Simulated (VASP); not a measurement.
Input of a VASP 6.6.1 run:

File INCAR:

```
SYSTEM = LiCl
ALGO = Normal ; EDIFF = 1E-6
ENCUT = 520 ; GGA = PE
ISIF = 2 ; ISMEAR = 0
LASPH = .True. ; LCHARG = .False.
LREAL = .False. ; LWAVE = .False.
NBANDS = 12 ; NELM = 100
PREC = Accurate ; SIGMA = 0.05
```

The input KPOINTS:

```
k-points
0
Gamma
  8 8 8
  0 0 0
```

File POSCAR:

```
LiCl
1.0
    0.0000000000      2.5647600000      2.5647600000
    2.5647600000      0.0000000000      2.5647600000
    2.5647600000      2.5647600000      0.0000000000
Li Cl
1 1
Direct
    0.0000000000      0.0000000000      0.0000000000
    0.5194950015      0.4805049985      0.4415149956
```

Potentials or basis: VASP PAW PBE potentials, release 64 (Li_sv, Cl).

Command:

```sh
$ cat potpaw_PBE.64/Li_sv/POTCAR potpaw_PBE.64/Cl/POTCAR > POTCAR
$ mpirun -np 1 vasp_std > vasp.out
```

(1) Predict the largest force.

(2) Predict the band gap on the k mesh.

Results:

(1) 0.191 eV/Å.

(2) 6.31 eV, direct.

Caveat: the cell differs from its parent crystal (atom 2 (Cl) moved by (-0.200, -0.100) A along x and y).
